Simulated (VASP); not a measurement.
# WCl (P6/mmm) in VASP: further runs

Runs on WCl. Level: PBE. Tasks: single point.

Program: VASP 6.6.1. These are calculated values, not measurements. Logs are shortened: lines on timing, memory, paths and dates and some standing lists are left out, and cuts for length are marked.

## (1) The cell of the first run

It takes space group P6/mmm (No. 191, hexagonal). The conventional cell has a = 2.938 Å, b = 2.938 Å, c = 4.669 Å, α = 90.00°, β = 90.00°, γ = 120.00°. Within 3.1 Å of W (site symmetry 6/mmm) lie 2 Cl at 2.33 Å and 6 W at 2.94 Å. Cl (site symmetry 6/mmm) has 2 W at 2.33 Å and 6 Cl at 2.94 Å within 3.1 Å.

## (2) Single point, PBE

INCAR

```
PREC = Accurate
ENCUT = 500
EDIFF = 1E-6
ISMEAR = 0
SIGMA = 0.2
LREAL = False
LASPH = True
NELM = 120
ALGO = Normal
ISIF = 2
LWAVE = False
LCHARG = False
GGA = PE
NBANDS = 18
GGA_COMPAT = False
```

KPOINTS

```
Automatic mesh
0
Gamma
  7 7 3
```

POSCAR

```
WCl
1.0
    2.9382937631      0.0000000000      0.0000000000
   -1.4691468816      2.5446370427      0.0000000000
    0.0000000000      0.0000000000      4.6688438702
W Cl
1 1
Direct
    0.0000000000      0.0000000000      0.5000000000
    0.0000000000      0.0000000000      0.0000000000
```

Potentials or basis: VASP PAW PBE potentials, release 64 (W_sv, Cl).

Run with:

```sh
$ cat potpaw_PBE.64/W_sv/POTCAR potpaw_PBE.64/Cl/POTCAR > POTCAR
$ mpirun -np 1 vasp_std > vasp.out
```

OUTCAR:

```text
PREC = Accurate
   ENCUT = 500
   EDIFF = 1E-6
   ISMEAR = 0
   LREAL = False
   LASPH = True
   NELM = 120
   ISIF = 2
   GGA = PE

 ion  position               nearest neighbor table
   1  0.000  0.000  0.500-   2 2.33   2 2.33
   2  0.000  0.000  0.000-   1 2.33   1 2.33

  LATTYP: Found a hexagonal cell.
 ALAT       =     2.9382937631
 C/A-ratio  =     1.5889642924

  Lattice vectors:

 A1 = (   2.9382937631,   0.0000000000,   0.0000000000)
 A2 = (  -1.4691468816,   2.5446370427,   0.0000000000)
 A3 = (   0.0000000000,   0.0000000000,   4.6688438702)

Analysis of symmetry for initial positions (statically):
=====================================================================
 Subroutine PRICEL returns:
 Original cell was already a primitive cell.

 Routine SETGRP: Setting up the symmetry group for a
 hexagonal supercell.

 Subroutine GETGRP returns: Found 24 space group operations
 (whereof 24 operations were pure point group operations)
 out of a pool of 24 trial point group operations.

The static configuration has the point symmetry D_6h.

Analysis of symmetry for dynamics (positions and initial velocities):
=====================================================================
 Subroutine PRICEL returns:
 Original cell was already a primitive cell.

 Routine SETGRP: Setting up the symmetry group for a
 hexagonal supercell.

 Subroutine GETGRP returns: Found 24 space group operations
 (whereof 24 operations were pure point group operations)
 out of a pool of 24 trial point group operations.

The dynamic configuration has the point symmetry D_6h.

 Subroutine INISYM returns: Found 24 space group operations
 (whereof 24 operations are pure point group operations),
 and found     1 'primitive' translations

----------------------------------------------------------------------------------------

                                     Primitive cell

  volume of cell :      34.9084

  direct lattice vectors                    reciprocal lattice vectors
     2.938293763  0.000000000  0.000000000     0.340333568  0.196491677  0.000000000
    -1.469146882  2.544637043  0.000000000     0.000000000  0.392983354  0.000000000
     0.000000000  0.000000000  4.668843870     0.000000000  0.000000000  0.214185787

  length of vectors
     2.938293763  2.938293763  4.668843870     0.392983354  0.392983354  0.214185787

  position of ions in fractional coordinates (direct lattice)
     0.000000000  0.000000000  0.500000000
     0.000000000  0.000000000  0.000000000

  ion indices of the primitive-cell ions
   primitive index   ion index
                 1           1
                 2           2

----------------------------------------------------------------------------------------

 KPOINTS: Automatic mesh

Automatic generation of k-mesh.
 Grid dimensions read from file:
 generate k-points for:    7    7    3

 Generating k-lattice:

  Cartesian coordinates                     Fractional coordinates (reciprocal lattice)
     0.048619081  0.028070240  0.000000000     0.142857143  0.000000000  0.000000000
     0.000000000  0.056140479  0.000000000     0.000000000  0.142857143  0.000000000
     0.000000000  0.000000000  0.071395262     0.000000000  0.000000000  0.333333333

  Length of vectors
     0.056140479  0.056140479  0.071395262

  Shift w.r.t. Gamma in fractional coordinates (k-lattice)
     0.000000000  0.000000000  0.000000000

 Subroutine IBZKPT returns following result:
 ===========================================

 Found     16 irreducible k-points:

 Following reciprocal coordinates:
            Coordinates               Weight
  0.000000  0.000000  0.000000      1.000000
  0.142857  0.000000  0.000000      6.000000
  0.285714  0.000000  0.000000      6.000000
  0.428571  0.000000  0.000000      6.000000
  0.142857  0.142857  0.000000      6.000000
  0.285714  0.142857  0.000000     12.000000
[... 8 lines left out ...]
  0.428571  0.142857  0.333333     12.000000
  0.285714  0.285714  0.333333     12.000000
   k-points           NKPTS =     16   k-points in BZ     NKDIM =     16   number of bands    NBANDS=     18
   number of dos      NEDOS =    301   number of ions     NIONS =      2
   total plane-waves  NPLWV =  20736
   dimension x,y,z NGX =    24 NGY =   24 NGZ =   36
   dimension x,y,z NGXF=    48 NGYF=   48 NGZF=   72
   ions per type =               1   1
   NGX,Y,Z   is equivalent  to a cutoff of  13.58, 13.58, 12.82 a.u.
   NGXF,Y,Z  is equivalent  to a cutoff of  27.16, 27.16, 25.64 a.u.
 SYSTEM =  unknown system
   PREC   = accura    normal or accurate (medium, high low for compatibility)
   ISTART =      0    job   : 0-new  1-cont  2-samecut
   ICHARG =      2    charge: 1-file 2-atom 10-const
   ISPIN  =      1    spin polarized calculation?
   LNONCOLLINEAR =      F non collinear calculations
   LSORBIT =      F    spin-orbit coupling
   LASPH  =      T    aspherical Exc in radial PAW
   ENCUT  =  500.0 eV  36.75 Ry    6.06 a.u.   5.36  5.36  8.51*2*pi/ulx,y,z
   NELM   =    120;   NELMIN=  2; NELMDL= -5     # of ELM steps
   EDIFF  = 0.1E-05   stopping-criterion for ELM
   LREAL  =      F    real-space projection
   EDIFFG = 0.1E-04   stopping-criterion for IOM
   NSW    =      0    number of steps for IOM
   IBRION =     -1    ionic relax: 0-MD 1-quasi-New 2-CG
   NFREE  =      0    steps in history (QN), initial steepest desc. (CG)
   ISIF   =      2    stress and relaxation
   ISYM   =      2    0-nonsym 1-usesym 2-fastsym
   POTIM  = 0.5000    time-step for ionic-motion
   TEBEG  =    0.0;   TEEND  =   0.0 temperature during run
   PSTRESS=    0.0 pullay stress
   NELECT =      21.0000    total number of electrons
   NUPDOWN=      -1.0000    fix difference up-down
   EMIN   =  10.00;   EMAX   =-10.00  energy-range for DOS
   EFERMI =   0.00;   METHOD = LEGACY
   ISMEAR =     0;   SIGMA  =   0.20  broadening in eV -4-tet -1-fermi 0-gaus
   EFERMI_NEDOS =   21; number of points for ismear=-14 and -15
   IALGO  =     38    algorithm
   IMIX   =      4    mixing-type and parameters
     AMIX     =   0.40;   BMIX     =  1.00
     AMIX_MAG =   1.60;   BMIX_MAG =  1.00
  volume/ion in A,a.u.               =      17.45       117.79
  Fermi-wavevector in a.u.,A,eV,Ry     =   1.381989  2.611580 25.985665  1.909892
  Thomas-Fermi vector in A             =   2.506722
   LORBIT       =      0    0 simple, 1 ext, 2 COOP (PROOUT), +10 PAW based schemes
   GGA     = PE    functional components
   LHFCALC =     F    Hartree Fock is set to
   AEXX    =    0.0000 exact exchange contribution
   IVDW    =     0    specifies the selected vdW correction
   LEPSILON=     F    determine dielectric tensor
   LRPA    =     F    only Hartree local field effects (RPA)
 non-spin polarized calculation
 Gauss-broadening in eV      SIGMA  =   0.20
  energy-cutoff  :      500.00
  volume of cell :       34.91
 maximum number of plane-waves:       895
 NGX is ok and might be reduce to    24
   NGX = 11   NGY = 11   NGZ = 17

 number of electron      21.0000004 magnetization

 Free energy of the ion-electron system (eV)
  ---------------------------------------------------
  ext. energy  EPLUGINS =         0.00000000
  ---------------------------------------------------
  free energy    TOTEN  =       -13.63797334 eV

  energy without entropy =      -13.60074060  energy(sigma->0) =      -13.61935697

 E-fermi :   8.2362     XC(G=0): -11.7701

 val. band max:        8.1689982526   @ k =   0.2857   0.2857   0.3333
 cond. band min:       8.3798029036   @ k =   0.2857   0.1429   0.0000
 fundamental gap:      0.2108046510
 Fermi energy:         8.2361549739

 k-point     1 :       0.0000    0.0000    0.0000
  band No.  band energies     occupation
      1     -66.1656      2.00000
      2     -30.8336      2.00000
      3     -29.7832      2.00000
      4     -29.7832      2.00000
      5     -10.2361      2.00000
      6       1.4678      2.00000
[... 10 lines left out ...]
     17      20.3724      0.00000
     18      20.3724      0.00000

 k-point     2 :       0.1429    0.0000    0.0000
  band No.  band energies     occupation
      1     -66.1571      2.00000
      2     -30.8174      2.00000
      3     -29.9048      2.00000
      4     -29.8119      2.00000
      5      -9.9857      2.00000
      6       1.6610      2.00000
[... 10 lines left out ...]
     17      19.5237      0.00000
     18      21.3673      0.00000

 k-point     3 :       0.2857    0.0000    0.0000
  band No.  band energies     occupation
      1     -66.1380      2.00000
      2     -30.7807      2.00000
      3     -30.1710      2.00000
      4     -29.8758      2.00000
      5      -9.3476      2.00000
      6       2.2011      2.00000
[... 10 lines left out ...]
     17      21.1932      0.00000
     18      21.4056      0.00000

 k-point     4 :       0.4286    0.0000    0.0000
  band No.  band energies     occupation
      1     -66.1227      2.00000
      2     -30.7511      2.00000
      3     -30.3777      2.00000
      4     -29.9265      2.00000
      5      -8.7245      2.00000
      6       1.0845      2.00000
[... 10 lines left out ...]
     17      18.9634      0.00000
     18      19.5839      0.00000

 k-point     5 :       0.1429    0.1429    0.0000
  band No.  band energies     occupation
      1     -66.1433      2.00000
      2     -30.7909      2.00000
      3     -30.0810      2.00000
      4     -29.8759      2.00000
      5      -9.5382      2.00000
      6       2.0291      2.00000
[... 10 lines left out ...]
     17      19.4946      0.00000
     18      22.5373      0.00000

 k-point     6 :       0.2857    0.1429    0.0000
  band No.  band energies     occupation
      1     -66.1261      2.00000
      2     -30.7577      2.00000
      3     -30.2826      2.00000
      4     -29.9678      2.00000
      5      -8.8827      2.00000
      6       1.7966      2.00000
[... 10 lines left out ...]
     17      19.3633      0.00000
     18      20.7269      0.00000

 k-point     7 :       0.4286    0.1429    0.0000
  band No.  band energies     occupation
      1     -66.1184      2.00000
      2     -30.7429      2.00000
      3     -30.3695      2.00000
      4     -30.0095      2.00000
      5      -8.5401      2.00000
      6       1.0957      2.00000
[... 10 lines left out ...]
     17      19.2548      0.00000
     18      19.9400      0.00000

 k-point     8 :       0.2857    0.2857    0.0000
  band No.  band energies     occupation
      1     -66.1165      2.00000
      2     -30.7393      2.00000
      3     -30.2872      2.00000
      4     -30.1277      2.00000
      5      -8.4645      2.00000
      6       1.6729      2.00000
[... 10 lines left out ...]
     17      19.4961      0.00000
     18      20.2505      0.00000

 k-point     9 :       0.0000    0.0000    0.3333
  band No.  band energies     occupation
      1     -66.1656      2.00000
      2     -30.8432      2.00000
      3     -29.7831      2.00000
      4     -29.7831      2.00000
      5      -9.8479      2.00000
      6      -0.6921      2.00000
[... 10 lines left out ...]
     17      19.8835      0.00000
     18      19.8835      0.00000

 k-point    10 :       0.1429    0.0000    0.3333
  band No.  band energies     occupation
      1     -66.1571      2.00000
      2     -30.8267      2.00000
      3     -29.9047      2.00000
      4     -29.8118      2.00000
      5      -9.6009      2.00000
      6      -0.3975      2.00000
[... 10 lines left out ...]
     17      19.1919      0.00000
     18      20.7941      0.00000

 k-point    11 :       0.2857    0.0000    0.3333
  band No.  band energies     occupation
      1     -66.1380      2.00000
      2     -30.7893      2.00000
      3     -30.1707      2.00000
      4     -29.8757      2.00000
      5      -8.9638      2.00000
      6       0.2603      2.00000
[... 10 lines left out ...]
     17      19.7304      0.00000
     18      20.8572      0.00000

 k-point    12 :       0.4286    0.0000    0.3333
  band No.  band energies     occupation
      1     -66.1227      2.00000
      2     -30.7592      2.00000
      3     -30.3775      2.00000
      4     -29.9264      2.00000
      5      -8.3283      2.00000
      6       0.6326      2.00000
[... 10 lines left out ...]
     17      19.6836      0.00000
     18      19.7319      0.00000

 k-point    13 :       0.1429    0.1429    0.3333
  band No.  band energies     occupation
      1     -66.1433      2.00000
      2     -30.7997      2.00000
      3     -30.0808      2.00000
      4     -29.8757      2.00000
      5      -9.1556      2.00000
      6       0.0779      2.00000
[... 10 lines left out ...]
     17      18.4236      0.00000
     18      20.5021      0.00000

 k-point    14 :       0.2857    0.1429    0.3333
  band No.  band energies     occupation
      1     -66.1261      2.00000
      2     -30.7659      2.00000
      3     -30.2823      2.00000
      4     -29.9677      2.00000
      5      -8.4927      2.00000
      6       0.6902      2.00000
[... 10 lines left out ...]
     17      18.8638      0.00000
     18      20.6999      0.00000

 k-point    15 :       0.4286    0.1429    0.3333
  band No.  band energies     occupation
      1     -66.1184      2.00000
      2     -30.7508      2.00000
      3     -30.3692      2.00000
      4     -30.0094      2.00000
      5      -8.1398      2.00000
      6       0.6689      2.00000
[... 10 lines left out ...]
     17      18.0464      0.00000
     18      19.3517      0.00000

 k-point    16 :       0.2857    0.2857    0.3333
  band No.  band energies     occupation
      1     -66.1165      2.00000
      2     -30.7471      2.00000
      3     -30.2870      2.00000
      4     -30.1275      2.00000
      5      -8.0641      2.00000
      6       1.0700      2.00000
[... 10 lines left out ...]
     17      19.0386      0.00000
     18      20.3888      0.00000

------------------------ aborting loop because EDIFF is reached ----------------------------------------

  FORCE on cell =-STRESS in cart. coord.  units (eV):
  Direction    XX          YY          ZZ          XY          YZ          ZX
  --------------------------------------------------------------------------------------
  -------------------------------------------------------------------------------------
  Total       -0.0356148     -0.0356148      0.1110660      0.0000000     -0.0000000      0.0000000
  in kB       -1.6345966     -1.6345966      5.0975470      0.0000000     -0.0000000      0.0000000
  external PRESSURE =       0.6094512 kB  Pullay stress =       0.0000000 kB

 VOLUME and BASIS-vectors are now :
 -----------------------------------------------------------------------------
  energy-cutoff  :      500.00
  volume of cell :       34.91
      direct lattice vectors                 reciprocal lattice vectors
     2.938293763  0.000000000  0.000000000     0.340333568  0.196491677  0.000000000
    -1.469146882  2.544637043  0.000000000     0.000000000  0.392983354  0.000000000
     0.000000000  0.000000000  4.668843870     0.000000000  0.000000000  0.214185787

 POSITION                                       TOTAL-FORCE (eV/Angst)
 -----------------------------------------------------------------------------------
      0.00000      0.00000      2.33442        -0.000000      0.000000      0.000000
      0.00000      0.00000      0.00000         0.000000      0.000000      0.000000
 -----------------------------------------------------------------------------------
    total drift:                                0.000000      0.000000      0.000000

  FREE ENERGIE OF THE ION-ELECTRON SYSTEM (eV)
  ---------------------------------------------------
  free  energy   TOTEN  =       -13.6379733397 eV

  energy  without entropy=      -13.6007406050  energy(sigma->0) =      -13.61935697
```

Run time: 8.8 s. Hardware: 1 thread of Intel Xeon Platinum 8559C (Emerald Rapids), shared host; peak memory 0.15 GiB.

What came out:

| Item | Value |
| --- | --- |
| Free energy | -13.6380 eV |
| Pressure | 0.1 GPa |

Stress tensor (GPa, compression positive):
```
-0.16  0.00  0.00
 0.00 -0.16  0.00
 0.00  0.00  0.51
```

Levels at points of the mesh, in eV from the Fermi level:
```tsv
k point	band 9	band 10	band 11	band 12	band 13	band 14
(0.00, 0.00, 0.00)	-1.73	-0.19	-0.19	0.49	1.54	1.54
```

Caveat: the k points lie up to 0.45 Å⁻¹ apart; spin-orbit coupling is left out, which moves the levels of the heavy elements; an odd number of electrons without spin polarisation forces a metal; a magnetic or distorted state may lie lower.

## (3) Single point, PBE

INCAR

```
SYSTEM = WCl
PREC = Accurate ; ENCUT = 500
EDIFF = 1E-6 ; ISMEAR = 0
SIGMA = 0.2 ; LREAL = .FALSE.
LASPH = .TRUE. ; NELM = 120
ALGO = Normal ; ISIF = 2
LWAVE = .FALSE. ; LCHARG = .FALSE.
GGA = PE ; NBANDS = 18
GGA_COMPAT = .FALSE.
```

KPOINTS

```
Automatic mesh
0
G
  6 6 4
  0 0 0
```

POSCAR

```
WCl
1.0
    2.9434716811     -0.0000000023      0.0000000000
   -1.4717358385      2.5491212523      0.0000000000
    0.0000000000      0.0000000000      4.6519437360
W Cl
1 1
Direct
    0.0000000000      0.0000000000      0.0000000000
    0.0000000000      0.0000000000      0.5000000000
```

Potentials or basis: VASP PAW PBE potentials, release 64 (W_sv, Cl).

Run with:

```sh
$ cat potpaw_PBE.64/W_sv/POTCAR potpaw_PBE.64/Cl/POTCAR > POTCAR
$ mpirun -np 1 vasp_std > vasp.out
```

It took 6.8 s on 1 thread of Intel Xeon Platinum 8559C (Emerald Rapids), shared host; peak memory 0.15 GiB.

The run converged. Its results:

* Free energy: -13.5598 eV
* Pressure: -0.2 GPa

Stress tensor (GPa, compression positive):
```
-0.71  0.00  0.00
 0.00 -0.71  0.00
 0.00  0.00  0.75
```

Levels at points of the mesh, in eV from the Fermi level:
| k point | band 6 | band 7 | band 8 | band 9 | band 10 | band 11 | band 12 | band 13 | band 14 | band 15 |
| --- | --- | --- | --- | --- | --- | --- | --- | --- | --- | --- |
| (0.00, 0.00, 0.00) | -6.86 | -5.96 | -1.89 | -1.89 | -0.42 | -0.42 | 0.45 | 1.39 | 1.39 | 7.25 |
| (0.50, 0.00, 0.00) | -7.50 | -5.30 | -3.96 | -3.18 | -3.15 | 0.44 | 1.26 | 3.13 | 4.14 | 7.33 |
| (0.00, 0.00, 0.50) | -9.59 | -5.49 | -2.50 | -2.50 | -0.39 | -0.39 | 2.85 | 2.85 | 4.43 | 7.92 |
| (0.50, 0.00, 0.50) | -8.07 | -7.99 | -3.86 | -3.76 | -0.45 | 0.78 | 2.14 | 4.15 | 5.68 | 6.00 |

Caveat: the k points lie up to 0.41 Å⁻¹ apart; spin-orbit coupling is left out, which moves the levels of the heavy elements; an odd number of electrons without spin polarisation forces a metal; a magnetic or distorted state may lie lower.
